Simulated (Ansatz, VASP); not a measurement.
**Sb: VASP beside Ansatz**

File INCAR:

```
SYSTEM = Sb
PREC = Accurate
ENCUT = 520
EDIFF = 1E-6
ISMEAR = -1
SIGMA = 0.08
LREAL = .FALSE.
LASPH = .TRUE.
NELM = 80
ALGO = Normal
ISIF = 2
LWAVE = .FALSE.
LCHARG = .FALSE.
GGA = PE
NBANDS = 12
```

KPOINTS

```
regular mesh
0
G
  15 15 15
  0 0 0
```

The input POSCAR:

```
Sb
1.0
   -2.9871857361      2.9871857361      1.5709857131
    2.9871857361     -2.9871857361      1.5709857131
    2.9871857361      2.9871857361     -1.5709857131
Sb
2
Direct
   -0.3750000000     -0.1250000000     -0.2500000000
    0.3750000000      0.1250000000      0.2500000000
```

Input for Ansatz:

```yaml
crystal:
  lattice:
    - [-2.9871857361, 2.9871857361, 1.5709857131]
    - [2.9871857361, -2.9871857361, 1.5709857131]
    - [2.9871857361, 2.9871857361, -1.5709857131]
  atoms:
    - { symbol: Sb, position: [-0.375, -0.125, -0.25] }
    - { symbol: Sb, position: [0.375, 0.125, 0.25] }
kpoints:
  mp_grid: { grid: [15, 15, 15] }
scf:
  occupations: { method: fermi_dirac, width: 0.08 }
hamiltonian:
  xc: pbe
  pseudopotentials: { kind: nc }
output:
  forces: true
  stress: true
  eigenvalues: true
```

Change from the starting cell: volume scaled by 0.95, norm-conserving files.

Alike in both runs: task single point; functional PBE; k mesh 15 × 15 × 15; occupations fermi-dirac, width 0.08 eV; no spin polarisation.

```csv
,VASP,Ansatz
version,VASP 6.6.1,Ansatz 0.2.0
potentials or method,"VASP PAW PBE potentials, release 64 (Sb)","norm-conserving pseudopotentials, scalar-relativistic"
plane-wave cutoff (eV),520,1088
valence electrons in the cell,10,30
```

```csv
,VASP,Ansatz,Ansatz less VASP
pressure (GPa),3.2,3.2,+0.06
```

VASP's potentials hold 10 valence electrons a cell and Ansatz's 30, so a difference there can come from the potentials and not from the codes.

Spin-orbit coupling is off throughout.
